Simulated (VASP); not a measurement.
# Nb (Im-3m) in VASP: a series of runs

Runs on Nb. Level: PBE. Tasks: single point, relaxation of cell and atoms.

All numbers are computed with VASP 6.6.1; they aren't measurements. Logs are shortened: lines on timing, memory, paths and dates and some standing lists are left out, and cuts for length are marked.

**1. The cell of the first run**

The structure is cubic, space group Im-3m (No. 229). Conventional cell: a = 3.211 Å, b = 3.211 Å, c = 3.211 Å, α = 90.00°, β = 90.00°, γ = 90.00°. Nb (site symmetry m-3m) has 14 Nb at 2.78 to 3.21 Å within 3.7 Å.

**2. Single point, PBE**

Input file INCAR:

```
PREC = Accurate ; ENCUT = 500
EDIFF = 1E-6 ; ISMEAR = 0
SIGMA = 0.1 ; LREAL = False
LASPH = True ; NELM = 120
ALGO = Normal ; ISIF = 2
LWAVE = False ; LCHARG = True
GGA = PE ; LELF = True
LVHAR = True ; NBANDS = 12
GGA_COMPAT = False
```

Input file KPOINTS:

```
Automatic mesh
0
Gamma
  8 8 8
```

Input file POSCAR:

```
Nb
1.0
   -1.6053865942      1.6053865942      1.6053865942
    1.6053865942     -1.6053865942      1.6053865942
    1.6053865942      1.6053865942     -1.6053865942
Nb
1
Direct
    0.0000000000      0.0000000000      0.0000000000
```

Potentials or basis: VASP PAW PBE potentials, release 64 (Nb_sv).

On the command line:

```bash
$ cat potpaw_PBE.64/Nb_sv/POTCAR > POTCAR
$ mpirun -np 1 vasp_std > vasp.out
```

OUTCAR:

```text
PREC = Accurate
   ENCUT = 500
   EDIFF = 1E-6
   ISMEAR = 0
   LREAL = False
   LASPH = True
   NELM = 120
   ISIF = 2
   GGA = PE

 ion  position               nearest neighbor table
   1  0.000  0.000  0.000-

  LATTYP: Found a body centered cubic cell.
 ALAT       =     3.2107731884

  Lattice vectors:

 A1 = (  -1.6053865942,   1.6053865942,   1.6053865942)
 A2 = (   1.6053865942,  -1.6053865942,   1.6053865942)
 A3 = (   1.6053865942,   1.6053865942,  -1.6053865942)

Analysis of symmetry for initial positions (statically):
=====================================================================
 Subroutine PRICEL returns:
 Original cell was already a primitive cell.

 Routine SETGRP: Setting up the symmetry group for a
 body centered cubic supercell.

 Subroutine GETGRP returns: Found 48 space group operations
 (whereof 48 operations were pure point group operations)
 out of a pool of 48 trial point group operations.

The static configuration has the point symmetry O_h .

Analysis of symmetry for dynamics (positions and initial velocities):
=====================================================================
 Subroutine PRICEL returns:
 Original cell was already a primitive cell.

 Routine SETGRP: Setting up the symmetry group for a
 body centered cubic supercell.

 Subroutine GETGRP returns: Found 48 space group operations
 (whereof 48 operations were pure point group operations)
 out of a pool of 48 trial point group operations.

The dynamic configuration has the point symmetry O_h .

 Subroutine INISYM returns: Found 48 space group operations
 (whereof 48 operations are pure point group operations),
 and found     1 'primitive' translations

----------------------------------------------------------------------------------------

                                     Primitive cell

  volume of cell :      16.5500

  direct lattice vectors                    reciprocal lattice vectors
    -1.605386594  1.605386594  1.605386594     0.000000000  0.311451461  0.311451461
     1.605386594 -1.605386594  1.605386594     0.311451461  0.000000000  0.311451461
     1.605386594  1.605386594 -1.605386594     0.311451461  0.311451461  0.000000000

  length of vectors
     2.780611147  2.780611147  2.780611147     0.440458880  0.440458880  0.440458880

  position of ions in fractional coordinates (direct lattice)
     0.000000000  0.000000000  0.000000000

  ion indices of the primitive-cell ions
   primitive index   ion index
                 1           1

----------------------------------------------------------------------------------------

 KPOINTS: Automatic mesh

Automatic generation of k-mesh.
 Grid dimensions read from file:
 generate k-points for:    8    8    8

 Generating k-lattice:

  Cartesian coordinates                     Fractional coordinates (reciprocal lattice)
     0.000000000  0.038931433  0.038931433     0.125000000  0.000000000  0.000000000
     0.038931433  0.000000000  0.038931433     0.000000000  0.125000000  0.000000000
     0.038931433  0.038931433  0.000000000     0.000000000  0.000000000  0.125000000

  Length of vectors
     0.055057360  0.055057360  0.055057360

  Shift w.r.t. Gamma in fractional coordinates (k-lattice)
     0.000000000  0.000000000  0.000000000

 Subroutine IBZKPT returns following result:
 ===========================================

 Found     29 irreducible k-points:

 Following reciprocal coordinates:
            Coordinates               Weight
  0.000000  0.000000  0.000000      1.000000
  0.125000  0.000000  0.000000     12.000000
  0.250000  0.000000  0.000000     12.000000
  0.375000  0.000000  0.000000     12.000000
  0.500000  0.000000  0.000000      6.000000
  0.125000  0.125000  0.000000     24.000000
[... 16 lines left out ...]
 -0.250000  0.250000  0.250000      6.000000
 -0.375000  0.375000  0.250000     24.000000
 [... further k-points ...]
   k-points           NKPTS =     29   k-points in BZ     NKDIM =     29   number of bands    NBANDS=     12
   number of dos      NEDOS =    301   number of ions     NIONS =      1
   total plane-waves  NPLWV =   8000
   dimension x,y,z NGX =    20 NGY =   20 NGZ =   20
   dimension x,y,z NGXF=    40 NGYF=   40 NGZF=   40
   ions per type =               1
   NGX,Y,Z   is equivalent  to a cutoff of  11.96, 11.96, 11.96 a.u.
   NGXF,Y,Z  is equivalent  to a cutoff of  23.92, 23.92, 23.92 a.u.
 SYSTEM =  unknown system
   PREC   = accura    normal or accurate (medium, high low for compatibility)
   ISTART =      0    job   : 0-new  1-cont  2-samecut
   ICHARG =      2    charge: 1-file 2-atom 10-const
   ISPIN  =      1    spin polarized calculation?
   LNONCOLLINEAR =      F non collinear calculations
   LSORBIT =      F    spin-orbit coupling
   LASPH  =      T    aspherical Exc in radial PAW
   ENCUT  =  500.0 eV  36.75 Ry    6.06 a.u.   5.07  5.07  5.07*2*pi/ulx,y,z
   NELM   =    120;   NELMIN=  2; NELMDL= -5     # of ELM steps
   EDIFF  = 0.1E-05   stopping-criterion for ELM
   LREAL  =      F    real-space projection
   EDIFFG = 0.1E-04   stopping-criterion for IOM
   NSW    =      0    number of steps for IOM
   IBRION =     -1    ionic relax: 0-MD 1-quasi-New 2-CG
   NFREE  =      0    steps in history (QN), initial steepest desc. (CG)
   ISIF   =      2    stress and relaxation
   ISYM   =      2    0-nonsym 1-usesym 2-fastsym
   POTIM  = 0.5000    time-step for ionic-motion
   TEBEG  =    0.0;   TEEND  =   0.0 temperature during run
   PSTRESS=    0.0 pullay stress
   NELECT =      13.0000    total number of electrons
   NUPDOWN=      -1.0000    fix difference up-down
   EMIN   =  10.00;   EMAX   =-10.00  energy-range for DOS
   EFERMI =   0.00;   METHOD = LEGACY
   ISMEAR =     0;   SIGMA  =   0.10  broadening in eV -4-tet -1-fermi 0-gaus
   EFERMI_NEDOS =   21; number of points for ismear=-14 and -15
   IALGO  =     38    algorithm
   IMIX   =      4    mixing-type and parameters
     AMIX     =   0.40;   BMIX     =  1.00
     AMIX_MAG =   1.60;   BMIX_MAG =  1.00
  volume/ion in A,a.u.               =      16.55       111.69
  Fermi-wavevector in a.u.,A,eV,Ry     =   1.510508  2.854446 31.043515  2.281634
  Thomas-Fermi vector in A             =   2.620688
   LORBIT       =      0    0 simple, 1 ext, 2 COOP (PROOUT), +10 PAW based schemes
   GGA     = PE    functional components
   LHFCALC =     F    Hartree Fock is set to
   AEXX    =    0.0000 exact exchange contribution
   IVDW    =     0    specifies the selected vdW correction
   LEPSILON=     F    determine dielectric tensor
   LRPA    =     F    only Hartree local field effects (RPA)
 non-spin polarized calculation
 Gauss-broadening in eV      SIGMA  =   0.10
  energy-cutoff  :      500.00
  volume of cell :       16.55
 maximum number of plane-waves:       429
   NGX = 11   NGY = 11   NGZ = 11

 number of electron      12.9999998 magnetization

 Free energy of the ion-electron system (eV)
  ---------------------------------------------------
  ext. energy  EPLUGINS =         0.00000000
  ---------------------------------------------------
  free energy    TOTEN  =       -10.15448258 eV

  energy without entropy =      -10.14717353  energy(sigma->0) =      -10.15082806

 E-fermi :  12.2692     XC(G=0): -12.9493

 val. band max:       12.1957122786   @ k =  -0.3750   0.3750   0.1250
 cond. band min:      12.2751072505   @ k =   0.3750   0.2500  -0.0000
 fundamental gap:      0.0793949719
 Fermi energy:        12.2692414254

 k-point     1 :       0.0000    0.0000    0.0000
  band No.  band energies     occupation
      1     -41.9157      2.00000
      2     -17.0009      2.00000
      3     -17.0009      2.00000
      4     -17.0009      2.00000
      5       6.3201      2.00000
      6      12.7145      0.00000
      7      12.7145      0.00000
      8      12.7145      0.00000
      9      15.9156      0.00000
     10      15.9156      0.00000
     11      26.8467      0.00000
     12      26.8467      0.00000

 k-point     2 :       0.1250    0.0000    0.0000
  band No.  band energies     occupation
      1     -41.8668      2.00000
      2     -17.2790      2.00000
      3     -17.0841      2.00000
      4     -17.0038      2.00000
      5       7.0001      2.00000
      6      12.2961      0.70376
      7      12.5707      0.00002
      8      13.3960      0.00000
      9      15.3920      0.00000
     10      15.9223      0.00000
     11      27.3698      0.00000
     12      28.0409      0.00000

 k-point     3 :       0.2500    0.0000    0.0000
  band No.  band energies     occupation
      1     -41.7469      2.00000
      2     -17.9172      2.00000
      3     -17.2800      2.00000
      4     -17.0111      2.00000
      5       8.3412      2.00000
      6      11.4375      2.00000
      7      12.2769      0.91414
      8      15.3007      0.00000
      9      15.3520      0.00000
     10      16.0802      0.00000
     11      27.2306      0.00000
     12      29.3705      0.00000

 k-point     4 :       0.3750    0.0000    0.0000
  band No.  band energies     occupation
      1     -41.6242      2.00000
      2     -18.5165      2.00000
      3     -17.4694      2.00000
      4     -17.0188      2.00000
      5       8.5242      2.00000
      6      10.7238      2.00000
      7      13.6658      0.00000
      8      15.9302      0.00000
      9      16.4833      0.00000
     10      17.8978      0.00000
     11      25.2924      0.00000
     12      27.1402      0.00000

 k-point     5 :       0.5000    0.0000    0.0000
  band No.  band energies     occupation
      1     -41.5725      2.00000
      2     -18.7551      2.00000
      3     -17.5460      2.00000
      4     -17.0220      2.00000
      5       8.3038      2.00000
      6      10.4584      2.00000
      7      15.1452      0.00000
      8      16.0060      0.00000
      9      16.7585      0.00000
     10      19.4664      0.00000
     11      24.2926      0.00000
     12      25.7947      0.00000
[... 228 lines left out ...]
      1     -41.4843      2.00000
      2     -18.2647      2.00000
      3     -18.2647      2.00000
      4     -17.3310      2.00000
      5      10.6136      2.00000
      6      10.6136      2.00000
      7      10.9357      2.00000
      8      16.5639      0.00000
      9      16.5639      0.00000
     10      23.8054      0.00000
     11      24.7586      0.00000
     12      24.7586      0.00000

 k-point    22 :       0.2500    0.2500    0.2500
  band No.  band energies     occupation
      1     -41.5440      2.00000
      2     -17.9024      2.00000
      3     -17.9024      2.00000
      4     -17.9024      2.00000
      5      11.2537      2.00000
      6      11.2537      2.00000
      7      11.2537      2.00000
      8      16.9160      0.00000
      9      16.9160      0.00000
     10      22.7671      0.00000
     11      25.2816      0.00000
     12      25.2816      0.00000

 k-point    23 :      -0.2500    0.2500    0.2500
  band No.  band energies     occupation
      1     -41.6035      2.00000
      2     -17.9557      2.00000
      3     -17.5859      2.00000
      4     -17.5859      2.00000
      5       9.9210      2.00000
      6      11.0212      2.00000
      7      13.3978      0.00000
      8      13.3978      0.00000
      9      15.0803      0.00000
     10      17.6708      0.00000
     11      27.6840      0.00000
     12      31.9395      0.00000

 k-point    24 :      -0.3750    0.3750    0.2500
  band No.  band energies     occupation
      1     -41.4997      2.00000
      2     -18.3018      2.00000
      3     -17.7924      2.00000
      4     -17.6421      2.00000
      5       9.7285      2.00000
      6      10.3332      2.00000
      7      13.3886      0.00000
      8      14.2284      0.00000
      9      17.2878      0.00000
     10      18.9051      0.00000
     11      27.2911      0.00000
     12      29.3368      0.00000

 [... further k-points ...]

------------------------ aborting loop because EDIFF is reached ----------------------------------------

  FORCE on cell =-STRESS in cart. coord.  units (eV):
  Direction    XX          YY          ZZ          XY          YZ          ZX
  --------------------------------------------------------------------------------------
  -------------------------------------------------------------------------------------
  Total        2.0021334      2.0021334      2.0021334     -0.0000000      0.0000000     -0.0000000
  in kB      193.8227248    193.8227248    193.8227248     -0.0000000      0.0000000     -0.0000000
  external PRESSURE =     193.8227248 kB  Pullay stress =       0.0000000 kB

 VOLUME and BASIS-vectors are now :
 -----------------------------------------------------------------------------
  energy-cutoff  :      500.00
  volume of cell :       16.55
      direct lattice vectors                 reciprocal lattice vectors
    -1.605386594  1.605386594  1.605386594     0.000000000  0.311451461  0.311451461
     1.605386594 -1.605386594  1.605386594     0.311451461  0.000000000  0.311451461
     1.605386594  1.605386594 -1.605386594     0.311451461  0.311451461  0.000000000

 POSITION                                       TOTAL-FORCE (eV/Angst)
 -----------------------------------------------------------------------------------
      0.00000      0.00000      0.00000         0.000000      0.000000     -0.000000
 -----------------------------------------------------------------------------------
    total drift:                                0.000000      0.000000      0.000000

  FREE ENERGIE OF THE ION-ELECTRON SYSTEM (eV)
  ---------------------------------------------------
  free  energy   TOTEN  =       -10.1544825801 eV

  energy  without entropy=      -10.1471735318  energy(sigma->0) =      -10.15082806
```

Wall time 6.1 s (1 thread of Intel Xeon Platinum 8488C (Sapphire Rapids), shared host); peak memory 0.12 GiB.

Results:

```yaml
Free_energy: -10.1545 eV
Pressure: 19.4 GPa
```

**3. Single point, PBE**

This run uses another cell than the first one, of 18.17 Å³/atom, 1.098 times its volume.

Input file INCAR:

```
PREC = Accurate ; ENCUT = 500
EDIFF = 1E-6 ; ISMEAR = 0
SIGMA = 0.1 ; LREAL = F
LASPH = T ; NELM = 120
ALGO = Normal ; ISIF = 2
LWAVE = F ; LCHARG = T
GGA = PE ; LELF = T
LVHAR = T ; NBANDS = 12
GGA_COMPAT = F
```

KPOINTS is that of step 2.

Input file POSCAR:

```
Nb
1.0
   -1.6562621856      1.6562621856      1.6562621856
    1.6562621856     -1.6562621856      1.6562621856
    1.6562621856      1.6562621856     -1.6562621856
Nb
1
Direct
    0.0000000000      0.0000000000      0.0000000000
```

Potentials or basis: VASP PAW PBE potentials, release 64 (Nb_sv).

On the command line:

```bash
$ cat potpaw_PBE.64/Nb_sv/POTCAR > POTCAR
$ mpirun -np 1 vasp_std > vasp.out
```

Run time: 5.1 s. Hardware: 1 thread of Intel Xeon Platinum 8488C (Sapphire Rapids), shared host; peak memory 0.13 GiB.

It converged, with:

```
Free energy : -10.2457 eV
Pressure    : -0.3 GPa
```

Levels at points of the mesh, in eV from the Fermi level:
```tsv
k point	band 2	band 3	band 4	band 5	band 6	band 7	band 8	band 9	band 10	band 11
(0.00, 0.00, 0.00)	-29.58	-29.58	-29.58	-5.79	0.49	0.49	0.49	3.37	3.37	14.34
(0.50, 0.00, 0.00)	-30.90	-30.00	-29.60	-3.55	-1.50	2.38	3.40	4.07	6.42	11.73
(0.50, 0.50, 0.50)	-30.49	-30.49	-30.49	-3.54	-3.54	5.66	5.66	5.66	9.13	9.13
```

(Continued in part 2 of 2.)
